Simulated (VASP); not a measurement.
Input of a VASP 6.6.1 run:

Contents of INCAR:

```
ALGO     = Normal         # electronic algorithm
EDIFF    = 1E-6           # SCF threshold, eV
ENCUT    = 600            # plane-wave cutoff, eV
GGA      = PE             # functional
GGA_COMPAT= False        
ISIF     = 2              # what is computed and relaxed
ISMEAR   = 0              # smearing method
LASPH    = True           # aspherical terms in the spheres
LCHARG   = True           # write CHGCAR
LELF     = True           # ELF
LREAL    = False          # projectors in reciprocal space
LVHAR    = True         
LWAVE    = False          # write WAVECAR
NBANDS   = 11             # bands
NELM     = 120            # most SCF steps
PREC     = Accurate       # precision mode
SIGMA    = 0.02           # smearing width, eV
```

The input KPOINTS:

```
k-points
0
Gamma
  12 12 12
```

POSCAR

```
C
1.0
    0.0000000000      1.7857953099      1.7857953099
    1.7857953099      0.0000000000      1.7857953099
    1.7857953099      1.7857953099      0.0000000000
C
2
Direct
    0.0000000000      0.0000000000      0.0000000000
    0.2500000000      0.2500000000      0.2500000000
```

Potentials or basis: VASP PAW PBE potentials, release 64 (C).

The run is started by

```bash
$ cat potpaw_PBE.64/C/POTCAR > POTCAR
$ mpirun -np 1 vasp_std > vasp.out
```

**Question.** What does it give for the pressure?

**Answer.** 0.0 GPa.

**Question.** Estimate the band gap on the k mesh.

**Answer.** 4.14 eV (least direct gap 5.58 eV).

A k mesh can miss the band edges.
